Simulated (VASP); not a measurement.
# SrO (Fm-3m) in VASP: notebook

Runs on SrO. Level: PBE. Tasks: single point, relaxation of cell and atoms.

All numbers are computed with VASP 6.6.1; they aren't measurements. Logs are shortened: lines on timing, memory, paths and dates and some standing lists are left out, and cuts for length are marked.

## Step 1: The cell of the first run

It takes space group Fm-3m (No. 225, cubic). Conventional cell: a = 4.919 Å, b = 4.919 Å, c = 4.919 Å, α = 90.00°, β = 90.00°, γ = 90.00°. Sr (site symmetry m-3m) has 6 O at 2.46 Å within 3.2 Å. O (site symmetry m-3m) has 6 Sr at 2.46 Å within 3.2 Å.

## Step 2: Single point, PBE

INCAR reads:

```
PREC = Accurate
ENCUT = 600
EDIFF = 1E-6
ISMEAR = -1
SIGMA = 0.1
LREAL = False
LASPH = True
NELM = 120
ALGO = Normal
ISIF = 2
LWAVE = False
LCHARG = False
GGA = PE
NBANDS = 15
GGA_COMPAT = False
```

KPOINTS reads:

```
Automatic mesh
0
Gamma
  8 8 8
```

POSCAR reads:

```
SrO
1.0
    0.0000000000      2.4595546274      2.4595546274
    2.4595546274      0.0000000000      2.4595546274
    2.4595546274      2.4595546274      0.0000000000
Sr O
1 1
Direct
    0.0000000000      0.0000000000      0.0000000000
    0.5000000000      0.5000000000      0.5000000000
```

Potentials or basis: VASP PAW PBE potentials, release 64 (Sr_sv, O).

Launch:

```
$ cat potpaw_PBE.64/Sr_sv/POTCAR potpaw_PBE.64/O/POTCAR > POTCAR
$ mpirun -np 1 vasp_std > vasp.out
```

OUTCAR:

```text
PREC = Accurate
   ENCUT = 600
   EDIFF = 1E-6
   ISMEAR = -1
   LREAL = False
   LASPH = True
   NELM = 120
   ISIF = 2
   GGA = PE

 ion  position               nearest neighbor table
   1  0.000  0.000  0.000-   2 2.46   2 2.46   2 2.46   2 2.46   2 2.46   2 2.46
   2  0.500  0.500  0.500-   1 2.46   1 2.46   1 2.46   1 2.46   1 2.46   1 2.46

  LATTYP: Found a face centered cubic cell.
 ALAT       =     4.9191092548

  Lattice vectors:

 A1 = (   0.0000000000,   2.4595546274,   2.4595546274)
 A2 = (   2.4595546274,   0.0000000000,   2.4595546274)
 A3 = (   2.4595546274,   2.4595546274,   0.0000000000)

Analysis of symmetry for initial positions (statically):
=====================================================================
 Subroutine PRICEL returns:
 Original cell was already a primitive cell.

 Routine SETGRP: Setting up the symmetry group for a
 face centered cubic supercell.

 Subroutine GETGRP returns: Found 48 space group operations
 (whereof 48 operations were pure point group operations)
 out of a pool of 48 trial point group operations.

The static configuration has the point symmetry O_h .

Analysis of symmetry for dynamics (positions and initial velocities):
=====================================================================
 Subroutine PRICEL returns:
 Original cell was already a primitive cell.

 Routine SETGRP: Setting up the symmetry group for a
 face centered cubic supercell.

 Subroutine GETGRP returns: Found 48 space group operations
 (whereof 48 operations were pure point group operations)
 out of a pool of 48 trial point group operations.

The dynamic configuration has the point symmetry O_h .

 Subroutine INISYM returns: Found 48 space group operations
 (whereof 48 operations are pure point group operations),
 and found     1 'primitive' translations

----------------------------------------------------------------------------------------

                                     Primitive cell

  volume of cell :      29.7577

  direct lattice vectors                    reciprocal lattice vectors
     0.000000000  2.459554627  2.459554627    -0.203288837  0.203288837  0.203288837
     2.459554627  0.000000000  2.459554627     0.203288837 -0.203288837  0.203288837
     2.459554627  2.459554627  0.000000000     0.203288837  0.203288837 -0.203288837

  length of vectors
     3.478335511  3.478335511  3.478335511     0.352106594  0.352106594  0.352106594

  position of ions in fractional coordinates (direct lattice)
     0.000000000  0.000000000  0.000000000
     0.500000000  0.500000000  0.500000000

  ion indices of the primitive-cell ions
   primitive index   ion index
                 1           1
                 2           2

----------------------------------------------------------------------------------------

 KPOINTS: Automatic mesh

Automatic generation of k-mesh.
 Grid dimensions read from file:
 generate k-points for:    8    8    8

 Generating k-lattice:

  Cartesian coordinates                     Fractional coordinates (reciprocal lattice)
    -0.025411105  0.025411105  0.025411105     0.125000000  0.000000000  0.000000000
     0.025411105 -0.025411105  0.025411105     0.000000000  0.125000000  0.000000000
     0.025411105  0.025411105 -0.025411105     0.000000000  0.000000000  0.125000000

  Length of vectors
     0.044013324  0.044013324  0.044013324

  Shift w.r.t. Gamma in fractional coordinates (k-lattice)
     0.000000000  0.000000000  0.000000000

 Subroutine IBZKPT returns following result:
 ===========================================

 Found     29 irreducible k-points:

 Following reciprocal coordinates:
            Coordinates               Weight
  0.000000  0.000000  0.000000      1.000000
  0.125000  0.000000  0.000000      8.000000
  0.250000  0.000000  0.000000      8.000000
  0.375000  0.000000  0.000000      8.000000
  0.500000  0.000000  0.000000      4.000000
  0.125000  0.125000  0.000000      6.000000
[... 16 lines left out ...]
  0.500000  0.250000  0.125000     48.000000
 -0.375000  0.250000  0.125000     24.000000
 [... further k-points ...]
   k-points           NKPTS =     29   k-points in BZ     NKDIM =     29   number of bands    NBANDS=     15
   number of dos      NEDOS =    301   number of ions     NIONS =      2
   total plane-waves  NPLWV =  21952
   dimension x,y,z NGX =    28 NGY =   28 NGZ =   28
   dimension x,y,z NGXF=    56 NGYF=   56 NGZF=   56
   ions per type =               1   1
   NGX,Y,Z   is equivalent  to a cutoff of  13.38, 13.38, 13.38 a.u.
   NGXF,Y,Z  is equivalent  to a cutoff of  26.77, 26.77, 26.77 a.u.
 SYSTEM =  unknown system
   PREC   = accura    normal or accurate (medium, high low for compatibility)
   ISTART =      0    job   : 0-new  1-cont  2-samecut
   ICHARG =      2    charge: 1-file 2-atom 10-const
   ISPIN  =      1    spin polarized calculation?
   LNONCOLLINEAR =      F non collinear calculations
   LSORBIT =      F    spin-orbit coupling
   LASPH  =      T    aspherical Exc in radial PAW
   ENCUT  =  600.0 eV  44.10 Ry    6.64 a.u.   6.95  6.95  6.95*2*pi/ulx,y,z
   NELM   =    120;   NELMIN=  2; NELMDL= -5     # of ELM steps
   EDIFF  = 0.1E-05   stopping-criterion for ELM
   LREAL  =      F    real-space projection
   EDIFFG = 0.1E-04   stopping-criterion for IOM
   NSW    =      0    number of steps for IOM
   IBRION =     -1    ionic relax: 0-MD 1-quasi-New 2-CG
   NFREE  =      0    steps in history (QN), initial steepest desc. (CG)
   ISIF   =      2    stress and relaxation
   ISYM   =      2    0-nonsym 1-usesym 2-fastsym
   POTIM  = 0.5000    time-step for ionic-motion
   TEBEG  =    0.0;   TEEND  =   0.0 temperature during run
   PSTRESS=    0.0 pullay stress
   NELECT =      16.0000    total number of electrons
   NUPDOWN=      -1.0000    fix difference up-down
   EMIN   =  10.00;   EMAX   =-10.00  energy-range for DOS
   EFERMI =   0.00;   METHOD = LEGACY
   ISMEAR =    -1;   SIGMA  =   0.10  broadening in eV -4-tet -1-fermi 0-gaus
   EFERMI_NEDOS =   21; number of points for ismear=-14 and -15
   IALGO  =     38    algorithm
   IMIX   =      4    mixing-type and parameters
     AMIX     =   0.40;   BMIX     =  1.00
     AMIX_MAG =   1.60;   BMIX_MAG =  1.00
  volume/ion in A,a.u.               =      14.88       100.41
  Fermi-wavevector in a.u.,A,eV,Ry     =   1.331215  2.515632 24.111355  1.772135
  Thomas-Fermi vector in A             =   2.460243
   LORBIT       =      0    0 simple, 1 ext, 2 COOP (PROOUT), +10 PAW based schemes
   GGA     = PE    functional components
   LHFCALC =     F    Hartree Fock is set to
   AEXX    =    0.0000 exact exchange contribution
   IVDW    =     0    specifies the selected vdW correction
   LEPSILON=     F    determine dielectric tensor
   LRPA    =     F    only Hartree local field effects (RPA)
 non-spin polarized calculation
  energy-cutoff  :      600.00
  volume of cell :       29.76
 maximum number of plane-waves:      1003
   NGX = 13   NGY = 13   NGZ = 13

 number of electron      16.0000005 magnetization

 Free energy of the ion-electron system (eV)
  ---------------------------------------------------
  ext. energy  EPLUGINS =         0.00000000
  ---------------------------------------------------
  free energy    TOTEN  =       -11.74396827 eV

  energy without entropy =      -11.74396824  energy(sigma->0) =      -11.74396826

 E-fermi :   4.0604     XC(G=0): -10.6725

 val. band max:        2.3749884150   @ k =   0.5000   0.5000   0.0000
 cond. band min:       5.4876211258   @ k =   0.5000   0.5000   0.0000
 fundamental gap:      3.1126327108
 Fermi energy:         4.0604081180

 k-point     1 :       0.0000    0.0000    0.0000
  band No.  band energies     occupation
      1     -29.6313      2.00000
      2     -12.9082      2.00000
      3     -11.0877      2.00000
      4     -11.0877      2.00000
      5     -11.0877      2.00000
      6       2.3471      2.00000
      7       2.3471      2.00000
      8       2.3471      2.00000
      9       7.3639      0.00000
     10       8.8237      0.00000
     11       8.8237      0.00000
     12       8.8237      0.00000
     13      11.3096      0.00000
     14      11.3096      0.00000
     15      15.7002      0.00000

 k-point     2 :       0.1250    0.0000    0.0000
  band No.  band energies     occupation
      1     -29.5961      2.00000
      2     -13.3034      2.00000
      3     -11.1038      2.00000
      4     -11.1038      2.00000
      5     -10.7727      2.00000
      6       1.8601      2.00000
      7       2.0935      2.00000
      8       2.0935      2.00000
      9       8.1065      0.00000
     10       8.6732      0.00000
     11       9.1790      0.00000
     12       9.1790      0.00000
     13      11.8186      0.00000
     14      11.8186      0.00000
     15      16.8452      0.00000

 k-point     3 :       0.2500    0.0000    0.0000
  band No.  band energies     occupation
      1     -29.5096      2.00000
      2     -13.9966      2.00000
      3     -11.1420      2.00000
      4     -11.1420      2.00000
      5     -10.2740      2.00000
      6       0.9361      2.00000
      7       1.5553      2.00000
      8       1.5553      2.00000
      9       8.6927      0.00000
     10       9.7349      0.00000
     11      10.1499      0.00000
     12      10.1499      0.00000
     13      13.0708      0.00000
     14      13.0708      0.00000
     15      19.2329      0.00000

 k-point     4 :       0.3750    0.0000    0.0000
  band No.  band energies     occupation
      1     -29.4208      2.00000
      2     -14.5415      2.00000
      3     -11.1791      2.00000
      4     -11.1791      2.00000
      5      -9.9243      2.00000
      6       0.1884      2.00000
      7       1.0921      2.00000
      8       1.0921      2.00000
      9       9.1476      0.00000
     10      11.3008      0.00000
     11      11.3621      0.00000
     12      11.3621      0.00000
     13      14.5846      0.00000
     14      14.5846      0.00000
     15      19.6656      0.00000
[... 307 lines left out ...]
 k-point    22 :       0.3750    0.2500    0.1250
  band No.  band energies     occupation
      1     -29.4468      2.00000
      2     -14.0385      2.00000
      3     -11.4843      2.00000
      4     -11.2320      2.00000
      5     -10.3513      2.00000
      6       0.7051      2.00000
      7       1.4950      2.00000
      8       2.1031      2.00000
      9       7.5506      0.00000
     10       9.9550      0.00000
     11      11.1756      0.00000
     12      11.6875      0.00000
     13      13.2293      0.00000
     14      14.3268      0.00000
     15      20.6513      0.00000

 k-point    23 :       0.5000    0.2500    0.1250
  band No.  band energies     occupation
      1     -29.3765      2.00000
      2     -14.2643      2.00000
      3     -11.6438      2.00000
      4     -11.3511      2.00000
      5     -10.2879      2.00000
      6       0.6642      2.00000
      7       1.2182      2.00000
      8       1.8395      2.00000
      9       8.1811      0.00000
     10      10.3690      0.00000
     11      12.1785      0.00000
     12      12.2576      0.00000
     13      14.6073      0.00000
     14      15.7387      0.00000
     15      18.3037      0.00000

 k-point    24 :      -0.3750    0.2500    0.1250
  band No.  band energies     occupation
      1     -29.3469      2.00000
      2     -14.3555      2.00000
      3     -11.6754      2.00000
      4     -11.4415      2.00000
      5     -10.2572      2.00000
      6       0.5999      2.00000
      7       1.3667      2.00000
      8       1.5066      2.00000
      9       9.1958      0.00000
     10       9.6039      0.00000
     11      12.6913      0.00000
     12      12.8220      0.00000
     13      15.2101      0.00000
     14      16.7028      0.00000
     15      17.4161      0.00000

 [... further k-points ...]

------------------------ aborting loop because EDIFF is reached ----------------------------------------

  FORCE on cell =-STRESS in cart. coord.  units (eV):
  Direction    XX          YY          ZZ          XY          YZ          ZX
  --------------------------------------------------------------------------------------
  -------------------------------------------------------------------------------------
  Total        3.8929683      3.8929683      3.8929683      0.0000000     -0.0000000      0.0000000
  in kB      209.6003639    209.6003639    209.6003639      0.0000000     -0.0000000      0.0000000
  external PRESSURE =     209.6003639 kB  Pullay stress =       0.0000000 kB

 VOLUME and BASIS-vectors are now :
 -----------------------------------------------------------------------------
  energy-cutoff  :      600.00
  volume of cell :       29.76
      direct lattice vectors                 reciprocal lattice vectors
     0.000000000  2.459554627  2.459554627    -0.203288837  0.203288837  0.203288837
     2.459554627  0.000000000  2.459554627     0.203288837 -0.203288837  0.203288837
     2.459554627  2.459554627  0.000000000     0.203288837  0.203288837 -0.203288837

 POSITION                                       TOTAL-FORCE (eV/Angst)
 -----------------------------------------------------------------------------------
      0.00000      0.00000      0.00000        -0.000000      0.000000     -0.000000
      2.45955      2.45955      2.45955         0.000000     -0.000000      0.000000
 -----------------------------------------------------------------------------------
    total drift:                                0.000000      0.000000      0.000000

  FREE ENERGIE OF THE ION-ELECTRON SYSTEM (eV)
  ---------------------------------------------------
  free  energy   TOTEN  =       -11.7439682718 eV

  energy  without entropy=      -11.7439682433  energy(sigma->0) =      -11.74396826
```

Run time: 20 s. Hardware: 1 thread of AMD EPYC 7R13 (Zen 3), shared host; peak memory 0.13 GiB.

What came out:

* Free energy: -11.7440 eV
* Pressure: 21.0 GPa
* Band gap on the k mesh: 3.11 eV

Levels at points of the mesh, in eV from the valence-band top:
```
           k point  band 4  band 5  band 6  band 7  band 8  band 9  band 10  band 11  band 12  band 13
(0.00, 0.00, 0.00)  -13.46  -13.46   -0.03   -0.03   -0.03    4.99     6.45     6.45     6.45     8.93
(0.50, 0.00, 0.00)  -13.57  -12.18   -2.47   -1.46   -1.46    7.11     9.55     9.60     9.60    13.23
(0.50, 0.50, 0.00)  -14.02  -14.02   -0.17    0.00    0.00    3.11     8.85    11.04    11.61    12.17
```

Caveat: the cell stands under pressure. As with any semilocal functional, this PBE gap is likely too small.

## Step 3: Relaxation of cell and atoms, PBE, target pressure 20 GPa, at which the enthalpy is minimised

This run uses another cell than the first one, of 17.71 Å³/atom.

INCAR reads:

```
SYSTEM = SrO
ALGO = Normal
EDIFF = 1E-7
EDIFFG = -0.01
ENCUT = 600
GGA = PE
GGA_COMPAT = .FALSE.
IBRION = 2
ISIF = 3
ISMEAR = -1
LASPH = .TRUE.
LCHARG = .FALSE.
LREAL = .FALSE.
LWAVE = .FALSE.
NELM = 120
NELMIN = 4
NSW = 60
PREC = Accurate
PSTRESS = 200.0
SIGMA = 0.1
```

KPOINTS reads:

```
k-points
0
G
  8 8 8
  0 0 0
```

POSCAR reads:

```
SrO
1.0
    0.0000000000      2.6067540000      2.6067540000
    2.6067540000      0.0000000000      2.6067540000
    2.6067540000      2.6067540000      0.0000000000
Sr O
1 1
Direct
    0.0000000000      0.0000000000      0.0000000000
    0.5000000000      0.5000000000      0.5000000000
```

Potentials or basis: VASP PAW PBE potentials, release 64 (Sr_sv, O).

Launch:

```
$ cat potpaw_PBE.64/Sr_sv/POTCAR potpaw_PBE.64/O/POTCAR > POTCAR
$ mpirun -np 1 vasp_std > vasp.out
```

Wall time 1.7 min (1 thread of AMD EPYC 7R13 (Zen 3), shared host); peak memory 0.15 GiB.

The run converged. Its results:

* Free energy: -11.7725 eV
* Relaxed volume: 14.96 Å³/atom
* Relaxed cell: a = 3.484 Å, b = 3.484 Å, c = 3.484 Å, α = 60.00°, β = 60.00°, γ = 60.00°
* Space group after relaxing (to 0.1 Å): Fm-3m (No. 225)
* Energy change on relaxing (the run minimises the enthalpy): +142.1 meV/atom
* Ionic steps: 7
* Pressure after relaxing: 20.0 GPa
* Band gap on the k mesh: 3.13 eV

The path:
| step | energy change (eV) | largest force (eV/Å) | pressure (GPa) | volume (Å³) |
| --- | --- | --- | --- | --- |
| 1 | 0.0000 | 0.0000 | -0.49 | 35.43 |
| 2 | 1.4545 | 0.0000 | 62.83 | 25.04 |
| 3 | 0.2616 | 0.0000 | 18.98 | 30.10 |
| 4 | 0.2797 | 0.0000 | 19.81 | 29.95 |
| 5 | 0.2927 | 0.0000 | 20.39 | 29.85 |
| 6 | 0.2750 | 0.0000 | 19.59 | 29.99 |
| 7 | 0.2841 | 0.0000 | 20.00 | 29.91 |

Final structure:
```
Sr O
1.0
     0.00000    2.46388    2.46388
     2.46388    0.00000    2.46388
     2.46388    2.46388    0.00000
Sr O
1 1
Direct
  0.00000 0.00000 0.00000
  0.50000 0.50000 0.50000
```

Levels at points of the mesh, in eV from the valence-band top:
```tsv
k point	band 6	band 7	band 8	band 9	band 10	band 11
(0.00, 0.00, 0.00)	-0.02	-0.02	-0.02	4.95	6.45	6.45
(0.50, 0.00, 0.00)	-2.45	-1.44	-1.44	7.09	9.51	9.57
(0.50, 0.50, 0.00)	-0.18	0.00	0.00	3.13	8.81	11.01
```

Caveat: the cell is relaxed towards a set pressure, so the run minimises the enthalpy, not the energy; the volume moved by over 15 % at a fixed basis, so the end points are rough.
